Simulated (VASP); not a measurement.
# LiF: dielectric tensor with PBEsol+D4

LiF:

```
F Li
1.0
     0.00000    2.01400    2.01400
     2.01400    0.00000    2.01400
     2.01400    2.01400    0.00000
F Li
1 1
Direct
  0.50000 0.50000 0.50000
  0.00000 0.00000 0.00000
```

```
Program                : VASP 6.6.1
Task                   : dielectric tensor
Functional             : PBEsol
Dispersion             : D4
Potentials or basis    : VASP PAW PBE potentials, release 64 (F, Li_sv)
Cutoff                 : 520 eV
k mesh                 : 11 × 11 × 11
Occupations            : gaussian, width 0.01 eV
Spin                   : no spin polarisation
Dipole correction      : no
Further INCAR settings : ALGO = Normal; EDIFF = 1e-08
```

* Band gap on the k mesh: 8.92 eV
* Electronic dielectric tensor (diagonal): 2.08
* Born charges (mean of the diagonal): F -1.05; Li +1.05 e
* Dispersion energy per atom: -0.035 eV

Levels at points of the mesh, in eV from the valence-band top:
```csv
k point,band 3,band 4,band 5,band 6,band 7,band 8
"(0.00, 0.00, 0.00)",0.00,0.00,0.00,8.92,23.83,23.83
```

Electronic dielectric tensor:
```
2.08 0.00 0.00
0.00 2.08 0.00
0.00 0.00 2.08
```

Born effective charge tensors (e):
atom 1, F
```
-1.05  0.00  0.00
 0.00 -1.05  0.00
 0.00  0.00 -1.05
```
atom 2, Li
```
1.05 0.00 0.00
0.00 1.05 0.00
0.00 0.00 1.05
```

It took 2.2 min on 1 thread of Intel Xeon 8259CL (shared host), peak memory 0.18 GiB.

Caveat: an odd mesh through Γ misses points on the zone boundary, where band edges can lie.
